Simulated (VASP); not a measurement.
Set up this calculation in VASP 6.6.1, as the native input.

```
Task                   : single point
Functional             : PBE
Potentials or basis    : VASP PAW PBE potentials, release 64 (Sb)
Cutoff                 : 520 eV
k mesh                 : 8 × 8 × 8
Occupations            : gaussian, width 0.015 eV
Spin                   : no spin polarisation
Dipole correction      : no
Further INCAR settings : ALGO = Normal; EDIFF = 1e-06; NBANDS = 12
```

The structure of Sb lies in POSCAR:

```
Sb
1.0
    2.1542000000      1.2437279499      3.7580000000
   -2.1542000000      1.2437279499      3.7580000000
    0.0000000000     -2.4874558998      3.7580000000
Sb
2
Direct
    0.7665100000      0.7665100000      0.7665100000
    0.2334900000      0.2334900000      0.2334900000
```

One way to write it, as run:

INCAR

```
SYSTEM = Sb
PREC     = Accurate       ! precision mode
ENCUT    = 520            ! plane-wave cutoff, eV
EDIFF    = 1E-6           ! SCF threshold, eV
ISMEAR   = 0              ! smearing method
SIGMA    = 0.015          ! smearing width, eV
LREAL    = .FALSE.        ! projectors in reciprocal space
LASPH    = .TRUE.         ! aspherical terms in the spheres
NELM     = 80             ! most SCF steps
ALGO     = Normal         ! electronic algorithm
ISIF     = 2              ! what is computed and relaxed
LWAVE    = .FALSE.        ! write WAVECAR
LCHARG   = .TRUE.         ! write CHGCAR
GGA      = PE             ! functional
LELF     = .TRUE.         ! ELF
LVHAR    = .TRUE.       
NBANDS   = 12             ! bands
```

KPOINTS

```
regular mesh
0
G
  8 8 8
  0 0 0
```

Potentials or basis: VASP PAW PBE potentials, release 64 (Sb).

Run with:

```sh
$ cat potpaw_PBE.64/Sb/POTCAR > POTCAR
$ mpirun -np 1 vasp_std > vasp.out
```

Results of the run:

* Pressure: 2.8 GPa
* Largest force: 0.185 eV/Å
* Band gap on the k mesh: zero (bands 5 and 6 overlap by 0.30 eV)

Caveat: spin-orbit coupling is left out, which moves the levels of the heavy elements.

It took 22 s on 1 thread of AMD EPYC 9R45 96-Core Processor (Zen 5), on a shared host, peak memory 0.19 GiB.
